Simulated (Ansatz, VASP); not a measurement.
One calculation of HgS, two programs

```
Hg S
1.0
     0.00000    3.07829    3.07829
     3.07829    0.00000    3.07829
     3.07829    3.07829    0.00000
Hg S
1 1
Direct
  0.00000 0.00000 0.00000
  0.75000 0.75000 0.75000
```

Alike in both runs: task single point; functional RPBE; k mesh 8 × 8 × 8; occupations gaussian, width 0.05 eV; no spin polarisation.

```csv
,VASP,Ansatz
version,VASP 6.6.1,Ansatz 0.2.0
potentials or method,"VASP PAW PBE potentials, release 64 (Hg, S), cutoff 500 eV","scalar-relativistic, plane waves, PAW"
valence electrons in the cell,18,26
```

Ansatz gave:

* gap on the k mesh at the Fermi level (eV): none
* pressure (GPa): -1.5

Question: Which values does VASP return?

Answer: gap on the k mesh at the Fermi level (eV): none; pressure (GPa): -1.4.

VASP's potentials were made for PBE, not for RPBE. A gap of «none» marks a metal or a gap that the smearing closes. VASP's potentials hold 18 valence electrons a cell and Ansatz's 26, so a difference there can come from the potentials and not from the codes.

Spin-orbit coupling is off throughout.
